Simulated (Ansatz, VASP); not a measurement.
## Sn2SeO in VASP and in Ansatz

```xyz
4
Lattice="1.9566 1.1296 6.2867 -1.9566 1.1296 6.2867 0.0000 -2.2593 6.2867" Properties=species:S:1:pos:R:3 pbc="T T T"
Sn    0.0000    0.0000    5.0222
Sn    0.0000    0.0000   13.8379
Se    0.0000    0.0000    9.4300
O     0.0000    0.0000    0.0000
```

Alike in both runs: functional PBE; dispersion D3(BJ); k mesh 12 × 12 × 12; occupations gaussian, width 0.1 eV; no spin polarisation.

Ansatz relaxed the structure, and its values are those at the end. VASP's run is a single point on that final structure, the one shown.

|  | VASP | Ansatz |
| --- | --- | --- |
| version | VASP 6.6.1 | Ansatz 0.2.0 |
| potentials or method | VASP PAW PBE potentials, release 64 (Sn_d, Se, O), cutoff 520 eV | scalar-relativistic, plane waves, PAW |
| valence electrons in the cell | 40 | 50 |

|  | VASP | Ansatz | Ansatz less VASP |
| --- | --- | --- | --- |
| gap on the k mesh at the Fermi level (eV) | none | none | - |
| pressure (GPa) | 0.0 | 0.0 | -0.02 |

A gap of «none» marks a metal or a gap that the smearing closes. VASP's potentials hold 40 valence electrons a cell and Ansatz's 50, so a difference there can come from the potentials and not from the codes. Ansatz's warnings: relaxed geometry near dispersion switch.
